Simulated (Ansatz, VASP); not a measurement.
## Two plane-wave programs on Be

Contents of INCAR:

```
SYSTEM = Be
PREC = Accurate
ENCUT = 600
EDIFF = 1E-6
ISMEAR = 0
SIGMA = 0.1
LREAL = .False.
LASPH = .True.
NELM = 60
ALGO = Normal
ISIF = 3
LWAVE = .False.
LCHARG = .False.
GGA = PE
IBRION = 2
NSW = 90
EDIFFG = -0.04
```

KPOINTS

```
regular mesh
0
Gamma
  8 8 8
  0 0 0
```

Contents of POSCAR:

```
Be
1.0
    2.0256478605      0.0000000000      0.0000000000
    0.0000000000      2.0256478605      0.0000000000
    0.0000000000      0.0000000000      2.0256478605
Be
1
Direct
    0.0000000000      0.0000000000      0.0000000000
```

Input for Ansatz:

```yaml
crystal:
  lattice:
    - [2.0256478605, 0.0, 0.0]
    - [0.0, 2.0256478605, 0.0]
    - [0.0, 0.0, 2.0256478605]
  atoms:
    - { symbol: Be, position: [0.0, 0.0, 0.0] }
basis:
  ecutwfc: 420
kpoints:
  mp_grid: { grid: [8, 8, 8] }
hamiltonian:
  xc: pbe
scf:
  occupations: { method: gaussian, width: 0.1 }
  lower_state_search: "off"
output:
  forces: true
  stress: true
  eigenvalues: true
relax:
  adjacent_minimum: "off"
  f_tol: 0.04
  max_steps: 70
  cell: { stress_tol: 0.4 }
```

Alike in both runs: task relaxation of cell and atoms; functional PBE; k mesh 8 × 8 × 8; occupations gaussian, width 0.1 eV; no spin polarisation.

|  | VASP | Ansatz |
| --- | --- | --- |
| version | VASP 6.6.1 | Ansatz 0.2.0 |
| potentials or method | VASP PAW PBE potentials, release 64 (Be), cutoff 600 eV | scalar-relativistic, plane waves, PAW |
| valence electrons in the cell | 2 | 2 |

VASP gave:

- gap on the k mesh at the Fermi level, each at its own relaxed structure (eV): none
- relaxed volume (Å³/atom): 10.19
- relaxed cell length with the largest relative difference (Å): 2.168

Task: What did Ansatz give for the same quantities?

Result: gap on the k mesh at the Fermi level, each at its own relaxed structure (eV): none; relaxed volume (Å³/atom): 10.13; relaxed cell length with the largest relative difference (Å): 2.164.

A gap of «none» marks a metal or a gap that the smearing closes.

The k mesh is coarse, so the values compare programs but aren't converged. Noted on VASP's run: the volume moved by over 15 % at a fixed basis, so the end points are rough.
